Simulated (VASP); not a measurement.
Input of a VASP 6.6.1 run:

Contents of INCAR:

```
SYSTEM = ZnO
  PREC = Accurate
  ENCUT = 600
  EDIFF = 1E-6
  ISMEAR = -1
  SIGMA = 0.001
  LREAL = .FALSE.
  LASPH = .TRUE.
  NELM = 120
  ALGO = Normal
  ISIF = 2
  LWAVE = .FALSE.
  LCHARG = .FALSE.
  GGA = PE
  NBANDS = 26
  GGA_COMPAT = .FALSE.
```

Contents of KPOINTS:

```
Automatic mesh
0
G
  6 6 4
  0 0 0
```

File POSCAR:

```
ZnO
1.0
    3.4165334633      0.0000000000      0.0000000000
   -1.7082667316      2.9588047721      0.0000000000
    0.0000000000      0.0000000000      4.4775676713
Zn O
2 2
Direct
    0.3333333333      0.6666666667      0.2500000000
    0.6666666667      0.3333333333      0.7500000000
    0.6666666667      0.3333333333      0.2500000000
    0.3333333333      0.6666666667      0.7500000000
```

Potentials or basis: VASP PAW PBE potentials, release 64 (Zn, O).

Launch:

```bash
$ cat potpaw_PBE.64/Zn/POTCAR potpaw_PBE.64/O/POTCAR > POTCAR
$ mpirun -np 1 vasp_std > vasp.out
```

Predict the pressure.

7.4 GPa.

Predict the band gap on the k mesh.

1.00 eV, indirect (least direct gap 1.06 eV).

Stress tensor (GPa, compression positive):
```
7.63 0.00 0.00
0.00 7.63 0.00
0.00 0.00 6.91
```

A k mesh can miss the band edges.
